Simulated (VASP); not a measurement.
Input of a VASP 6.6.1 run:

The input INCAR:

```
  PREC = Accurate
  ENCUT = 500
  EDIFF = 1E-6
  ISMEAR = -1
  SIGMA = 0.2
  LREAL = F
  LASPH = T
  NELM = 120
  ALGO = Normal
  ISIF = 2
  LWAVE = F
  LCHARG = F
  GGA = PE
  NBANDS = 12
  GGA_COMPAT = F
```

File KPOINTS:

```
Automatic mesh
0
Gamma
  4 4 4
```

Contents of POSCAR:

```
V
1.0
   -1.5150000000      1.5150000000      1.5150000000
    1.5150000000     -1.5150000000      1.5150000000
    1.5150000000      1.5150000000     -1.5150000000
V
1
Direct
    0.0000000000      0.0000000000      0.0000000000
```

Potentials or basis: VASP PAW PBE potentials, release 64 (V_sv).

Launch:

```bash
$ cat potpaw_PBE.64/V_sv/POTCAR > POTCAR
$ mpirun -np 1 vasp_std > vasp.out
```

(1) What does it give for the pressure?

## Answers

(1) -5.6 GPa.

Caveat: the k points lie up to 0.73 Å⁻¹ apart.
